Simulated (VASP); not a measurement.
Here is a VASP 6.6.1 calculation.

The input INCAR:

```
PREC = Accurate
ENCUT = 520
EDIFF = 1E-7
ISMEAR = 0
SIGMA = 0.1
LREAL = False
LASPH = True
NELM = 80
ALGO = Normal
ISIF = 2
LWAVE = False
LCHARG = False
GGA = PS
NBANDS = 21
```

Contents of KPOINTS:

```
regular mesh
0
Gamma
  12 12 12
```

File POSCAR:

```
Sn
1.0
    0.0000000000      3.2885660388      3.2885660388
    3.2885660388      0.0000000000      3.2885660388
    3.2885660388      3.2885660388      0.0000000000
Sn
2
Direct
    0.5000000000      0.5000000000      0.5000000000
    0.7500000000      0.7500000000      0.7500000000
```

Potentials or basis: VASP PAW PBE potentials, release 64 (Sn_d).

Launch:

```sh
$ cat potpaw_PBE.64/Sn_d/POTCAR > POTCAR
$ mpirun -np 1 vasp_std > vasp.out
```

(1) What does it give for the pressure?

(2) Predict the band gap on the k mesh.

## Answers

(1) -0.7 GPa.

(2) zero (band 14 reaches 5.16 eV, above the bottom of band 15 at 4.93 eV).

Caveat: the cell differs from its parent crystal (Pb replaced by Sn, lengths x 0.971, strained); the PAW data sets were made with another functional, which shifts forces and pressure a little; spin-orbit coupling is left out, which moves the levels of the heavy elements.
